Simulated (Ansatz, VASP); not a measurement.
## GeAs5 in VASP and in Ansatz

```
Ge As
1.0
     4.95656    0.00000    0.00000
    -2.47828    4.29251    0.00000
     0.00000    0.00000    5.54988
Ge As
1 5
Direct
  0.00000 0.00000 0.50000
  0.66667 0.33333 0.76618
  0.00000 0.00000 0.00000
  0.66667 0.33333 0.23382
  0.33333 0.66667 0.23382
  0.33333 0.66667 0.76618
```

Change from the starting cell: species swapped into the BaSn5 type (P6/mmm, No. 191).

Alike in both runs: task relaxation of cell and atoms; functional PBE; k mesh 12 × 12 × 8; occupations gaussian, width 0.1 eV; no spin polarisation.

|  | VASP | Ansatz |
| --- | --- | --- |
| version | VASP 6.6.1 | Ansatz 0.2.0 |
| potentials or method | VASP PAW PBE potentials, release 64 (Ge_d, As), cutoff 600 eV | scalar-relativistic, plane waves, PAW |
| valence electrons in the cell | 39 | 89 |

|  | VASP | Ansatz | Ansatz less VASP |
| --- | --- | --- | --- |
| gap on the k mesh at the Fermi level, each at its own relaxed structure (eV) | none | none | - |
| relaxed volume (Å³/atom) | 19.70 | 19.70 | +0.003 |
| relaxed length of the cell vector where the two differ most in proportion (Å) | 5.700 | 5.705 | +0.0052 |

A gap of «none» marks a metal or a gap that the smearing closes. VASP's potentials hold 39 valence electrons a cell and Ansatz's 89, so a difference there can come from the potentials and not from the codes.
